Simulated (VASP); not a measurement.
# CaO (eos) (Fm-3m) in VASP: further runs, part 2 of 3

VASP 6.6.1. The steps go on from the part before.

### Step 4. Single point, LDA (volume scaled by 0.94)

Input file INCAR:

```
PREC     = Accurate       # precision mode
ENCUT    = 600            # plane-wave cutoff, eV
EDIFF    = 1E-6           # SCF threshold, eV
ISMEAR   = 0              # smearing method
SIGMA    = 0.02           # smearing width, eV
LREAL    = F              # projectors in reciprocal space
LASPH    = T              # aspherical terms in the spheres
NELM     = 120            # most SCF steps
ALGO     = Normal         # electronic algorithm
ISIF     = 2              # what is computed and relaxed
LWAVE    = F              # write WAVECAR
LCHARG   = F              # write CHGCAR
NBANDS   = 15             # bands
GGA_COMPAT= F
```

Input file KPOINTS:

```
Automatic mesh
0
Gamma
  8 8 8
```

Input file POSCAR:

```
CaO
1.0
    0.0000000000      2.3056779023      2.3056779023
    2.3056779023      0.0000000000      2.3056779023
    2.3056779023      2.3056779023      0.0000000000
Ca O
1 1
Direct
    0.0000000000      0.0000000000      0.0000000000
    0.5000000000      0.5000000000      0.5000000000
```

Potentials or basis: VASP PAW LDA potentials, release 64 (Ca_sv, O).

The run is started by

```
$ cat potpaw_LDA.64/Ca_sv/POTCAR potpaw_LDA.64/O/POTCAR > POTCAR
$ mpirun -np 1 vasp_std > vasp.out
```

OUTCAR:

```text
PREC = Accurate
   ENCUT = 600
   EDIFF = 1E-6
   ISMEAR = 0
   LREAL = F
   LASPH = T
   NELM = 120
   ISIF = 2

 ion  position               nearest neighbor table
   1  0.000  0.000  0.000-   2 2.31   2 2.31   2 2.31   2 2.31   2 2.31   2 2.31
   2  0.500  0.500  0.500-   1 2.31   1 2.31   1 2.31   1 2.31   1 2.31   1 2.31

  LATTYP: Found a face centered cubic cell.
 ALAT       =     4.6113558046

  Lattice vectors:

 A1 = (   0.0000000000,   2.3056779023,   2.3056779023)
 A2 = (   2.3056779023,   0.0000000000,   2.3056779023)
 A3 = (   2.3056779023,   2.3056779023,   0.0000000000)

Analysis of symmetry for initial positions (statically):
=====================================================================
 Subroutine PRICEL returns:
 Original cell was already a primitive cell.

 Routine SETGRP: Setting up the symmetry group for a
 face centered cubic supercell.

 Subroutine GETGRP returns: Found 48 space group operations
[... 9 lines left out ...]

 Routine SETGRP: Setting up the symmetry group for a
 face centered cubic supercell.

 Subroutine GETGRP returns: Found 48 space group operations
[... 11 lines left out ...]
                                     Primitive cell

  volume of cell :      24.5147

  direct lattice vectors                    reciprocal lattice vectors
     0.000000000  2.305677902  2.305677902    -0.216855962  0.216855962  0.216855962
     2.305677902  0.000000000  2.305677902     0.216855962 -0.216855962  0.216855962
     2.305677902  2.305677902  0.000000000     0.216855962  0.216855962 -0.216855962

  length of vectors
     3.260720960  3.260720960  3.260720960     0.375605544  0.375605544  0.375605544

  position of ions in fractional coordinates (direct lattice)
     0.000000000  0.000000000  0.000000000
     0.500000000  0.500000000  0.500000000

  ion indices of the primitive-cell ions
   primitive index   ion index
                 1           1
                 2           2

----------------------------------------------------------------------------------------

 KPOINTS: Automatic mesh

Automatic generation of k-mesh.
 Grid dimensions read from file:
 generate k-points for:    8    8    8

 Generating k-lattice:

  Cartesian coordinates                     Fractional coordinates (reciprocal lattice)
    -0.027106995  0.027106995  0.027106995     0.125000000  0.000000000  0.000000000
     0.027106995 -0.027106995  0.027106995     0.000000000  0.125000000  0.000000000
     0.027106995  0.027106995 -0.027106995     0.000000000  0.000000000  0.125000000

  Length of vectors
     0.046950693  0.046950693  0.046950693

  Shift w.r.t. Gamma in fractional coordinates (k-lattice)
     0.000000000  0.000000000  0.000000000

 Subroutine IBZKPT returns following result:
 ===========================================

 Found     29 irreducible k-points:

 Following reciprocal coordinates:
            Coordinates               Weight
  0.000000  0.000000  0.000000      1.000000
  0.125000  0.000000  0.000000      8.000000
  0.250000  0.000000  0.000000      8.000000
  0.375000  0.000000  0.000000      8.000000
  0.500000  0.000000  0.000000      4.000000
  0.125000  0.125000  0.000000      6.000000
[... 16 lines left out ...]
  0.500000  0.250000  0.125000     48.000000
 -0.375000  0.250000  0.125000     24.000000
 [... further k-points ...]
   k-points           NKPTS =     29   k-points in BZ     NKDIM =     29   number of bands    NBANDS=     15
   number of dos      NEDOS =    301   number of ions     NIONS =      2
   total plane-waves  NPLWV =  21952
   dimension x,y,z NGX =    28 NGY =   28 NGZ =   28
   dimension x,y,z NGXF=    56 NGYF=   56 NGZF=   56
   ions per type =               1   1
   NGX,Y,Z   is equivalent  to a cutoff of  14.28, 14.28, 14.28 a.u.
   NGXF,Y,Z  is equivalent  to a cutoff of  28.55, 28.55, 28.55 a.u.
 SYSTEM =  unknown system
   PREC   = accura    normal or accurate (medium, high low for compatibility)
   ISTART =      0    job   : 0-new  1-cont  2-samecut
   ICHARG =      2    charge: 1-file 2-atom 10-const
   ISPIN  =      1    spin polarized calculation?
   LNONCOLLINEAR =      F non collinear calculations
   LSORBIT =      F    spin-orbit coupling
   LASPH  =      T    aspherical Exc in radial PAW
   ENCUT  =  600.0 eV  44.10 Ry    6.64 a.u.   6.51  6.51  6.51*2*pi/ulx,y,z
   NELM   =    120;   NELMIN=  2; NELMDL= -5     # of ELM steps
   EDIFF  = 0.1E-05   stopping-criterion for ELM
   LREAL  =      F    real-space projection
   EDIFFG = 0.1E-04   stopping-criterion for IOM
   NSW    =      0    number of steps for IOM
   IBRION =     -1    ionic relax: 0-MD 1-quasi-New 2-CG
   NFREE  =      0    steps in history (QN), initial steepest desc. (CG)
   ISIF   =      2    stress and relaxation
   ISYM   =      2    0-nonsym 1-usesym 2-fastsym
   POTIM  = 0.5000    time-step for ionic-motion
   TEBEG  =    0.0;   TEEND  =   0.0 temperature during run
   PSTRESS=    0.0 pullay stress
   NELECT =      16.0000    total number of electrons
   NUPDOWN=      -1.0000    fix difference up-down
   EMIN   =  10.00;   EMAX   =-10.00  energy-range for DOS
   EFERMI =   0.00;   METHOD = LEGACY
   ISMEAR =     0;   SIGMA  =   0.02  broadening in eV -4-tet -1-fermi 0-gaus
   EFERMI_NEDOS =   21; number of points for ismear=-14 and -15
   IALGO  =     38    algorithm
   IMIX   =      4    mixing-type and parameters
     AMIX     =   0.40;   BMIX     =  1.00
     AMIX_MAG =   1.60;   BMIX_MAG =  1.00
  volume/ion in A,a.u.               =      12.26        82.72
  Fermi-wavevector in a.u.,A,eV,Ry     =   1.420058  2.683521 27.437042  2.016566
  Thomas-Fermi vector in A             =   2.541014
   LORBIT       =      0    0 simple, 1 ext, 2 COOP (PROOUT), +10 PAW based schemes
   GGA     = CA    functional components
   LHFCALC =     F    Hartree Fock is set to
   AEXX    =    0.0000 exact exchange contribution
   IVDW    =     0    specifies the selected vdW correction
   LEPSILON=     F    determine dielectric tensor
   LRPA    =     F    only Hartree local field effects (RPA)
 non-spin polarized calculation
 Gauss-broadening in eV      SIGMA  =   0.02
  energy-cutoff  :      600.00
  volume of cell :       24.51
 maximum number of plane-waves:       869
 NGX is ok and might be reduce to    28
   NGX = 13   NGY = 13   NGZ = 13

 number of electron      16.0000003 magnetization

 Free energy of the ion-electron system (eV)
  ---------------------------------------------------
  ext. energy  EPLUGINS =         0.00000000
  ---------------------------------------------------
  free energy    TOTEN  =       -14.16802726 eV

  energy without entropy =      -14.16802726  energy(sigma->0) =      -14.16802726

 E-fermi :   2.9442     XC(G=0): -11.6528

 val. band max:        2.7855589683   @ k =   0.0000   0.0000   0.0000
 cond. band min:       6.1450009738   @ k =   0.5000   0.5000   0.0000
 fundamental gap:      3.3594420054
 Fermi energy:         2.9442094907

 k-point     1 :       0.0000    0.0000    0.0000
  band No.  band energies     occupation
      1     -33.8217      2.00000
      2     -14.7433      2.00000
      3     -14.7433      2.00000
      4     -14.7433      2.00000
      5     -12.6666      2.00000
      6       2.7856      2.00000
      7       2.7856      2.00000
      8       2.7856      2.00000
      9       8.4286      0.00000
     10       9.1614      0.00000
     11       9.1614      0.00000
     12       9.1614      0.00000
     13      10.9592      0.00000
     14      10.9592      0.00000
     15      18.3299      0.00000
[... 397 lines left out ...]
 k-point    24 :      -0.3750    0.2500    0.1250
  band No.  band energies     occupation
      1     -33.5992      2.00000
      2     -16.2389      2.00000
      3     -15.1264      2.00000
      4     -14.9417      2.00000
      5     -11.2556      2.00000
      6       0.4832      2.00000
      7       1.5172      2.00000
      8       1.5200      2.00000
      9       9.9015      0.00000
     10       9.9730      0.00000
     11      12.2347      0.00000
     12      12.6794      0.00000
     13      14.0205      0.00000
     14      15.8467      0.00000
     15      18.1439      0.00000

 [... further k-points ...]

------------------------ aborting loop because EDIFF is reached ----------------------------------------

  FORCE on cell =-STRESS in cart. coord.  units (eV):
  Direction    XX          YY          ZZ          XY          YZ          ZX
  --------------------------------------------------------------------------------------
  -------------------------------------------------------------------------------------
  Total        1.5746526      1.5746526      1.5746526     -0.0000000      0.0000000      0.0000000
  in kB      102.9128113    102.9128113    102.9128113     -0.0000000      0.0000000      0.0000000
  external PRESSURE =     102.9128113 kB  Pullay stress =       0.0000000 kB

 VOLUME and BASIS-vectors are now :
 -----------------------------------------------------------------------------
  energy-cutoff  :      600.00
  volume of cell :       24.51
      direct lattice vectors                 reciprocal lattice vectors
     0.000000000  2.305677902  2.305677902    -0.216855962  0.216855962  0.216855962
     2.305677902  0.000000000  2.305677902     0.216855962 -0.216855962  0.216855962
     2.305677902  2.305677902  0.000000000     0.216855962  0.216855962 -0.216855962

 POSITION                                       TOTAL-FORCE (eV/Angst)
 -----------------------------------------------------------------------------------
      0.00000      0.00000      0.00000         0.000000     -0.000000     -0.000000
      2.30568      2.30568      2.30568        -0.000000      0.000000      0.000000
 -----------------------------------------------------------------------------------
    total drift:                                0.000000      0.000000      0.000000

  FREE ENERGIE OF THE ION-ELECTRON SYSTEM (eV)
  ---------------------------------------------------
  free  energy   TOTEN  =       -14.1680272552 eV

  energy  without entropy=      -14.1680272552  energy(sigma->0) =      -14.16802726
```

It took 27 s on 1 thread of Intel Xeon 8259CL, shared host; peak memory 0.15 GiB.

What came out:

| Property | Result |
| --- | --- |
| Free energy | -14.1680 eV |
| Pressure | 10.3 GPa |
| Band gap on the k mesh | 3.36 eV, indirect (least direct gap 3.69 eV) |

 A k mesh can miss the band edges.

(Part 2 of 3 ends here.)
